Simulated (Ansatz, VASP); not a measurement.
This is a calculation of AlNi3 for Ansatz 0.2.0.

input.yaml

```yaml
crystal:
  lattice:
    - [3.4525936322, 0.0, 0.0]
    - [0.0, 3.4525936322, 0.0]
    - [0.0, 0.0, 3.5230547267]
  atoms:
    - { symbol: Ni, position: [0.5, 0.5, 0.0], spin: 1.0 }
    - { symbol: Ni, position: [0.5, 0.0, 0.5], spin: 1.0 }
    - { symbol: Ni, position: [0.0, 0.5, 0.5], spin: 1.0 }
    - { symbol: Al, position: [0.0, 0.0, 0.0] }
hamiltonian:
  xc: pbe
  pseudopotentials: { kind: paw }
magnetization:
  spin_polarized: true
kpoints:
  mp_grid: { grid: [7, 7, 6] }
scf:
  occupations: { method: fermi_dirac, width: 0.05 }
output:
  forces: true
  stress: true
  eigenvalues: true
relax:
  f_tol: 0.01
  max_steps: 40
```

Potentials or basis: Ansatz PAW.

Launch:

```sh
$ ansatz run input.yaml --threads 2 --pin off --max-ram 5632MiB --backend cpu --events-out ev --progress --plain --runs-dir out
```

Question: Set up the same calculation for VASP 6.6.1. Potentials there: VASP PAW PBE potentials, release 64 (Ni, Al).

Answer: As run (the cutoff follows the program's own potentials):

The input INCAR:

```
PREC = Accurate
ENCUT = 520
EDIFF = 1E-6
ISMEAR = -1
SIGMA = 0.05
LREAL = False
LASPH = True
NELM = 150
ALGO = Normal
ISIF = 2
LWAVE = False
LCHARG = False
ISPIN = 2
MAGMOM = 1 1 1 0
LORBIT = 11
LMAXMIX = 4
GGA = PE
IBRION = 2
NSW = 60
EDIFFG = -0.01
```

The input KPOINTS:

```
Automatic mesh
0
Gamma
  7 7 6
```

POSCAR

```
AlNi3
1.0
    3.4525936322      0.0000000000      0.0000000000
    0.0000000000      3.4525936322      0.0000000000
    0.0000000000      0.0000000000      3.5230547267
Ni Al
3 1
Direct
    0.5000000000      0.5000000000      0.0000000000
    0.5000000000      0.0000000000      0.5000000000
    0.0000000000      0.5000000000      0.5000000000
    0.0000000000      0.0000000000      0.0000000000
```

Potentials or basis: VASP PAW PBE potentials, release 64 (Ni, Al).

Run with:

```console
$ cat potpaw_PBE.64/Ni/POTCAR potpaw_PBE.64/Al/POTCAR > POTCAR
$ mpirun -np 1 vasp_std > vasp.out
```

Both were run:

|  | VASP | Ansatz | Ansatz less VASP |
| --- | --- | --- | --- |
| gap on the k mesh at the Fermi level, each at its own relaxed structure (eV) | none | none | - |
| net moment per atom (μB) | 0.16 | 0.17 | +0.007 |
| size of the moment on the site where the two differ most (μB) | 0.23 | 0.25 | +0.021 |

Site moments also hang on the region over which each program counts them. A gap of «none» marks a metal or a gap that the smearing closes. VASP's potentials hold 33 valence electrons a cell and Ansatz's 57, so a difference there can come from the potentials and not from the codes.

Noted on VASP's run: the relaxation stopped at its first step, so nothing moved. Noted on Ansatz's run: the relaxation stopped at its first step, so nothing moved.
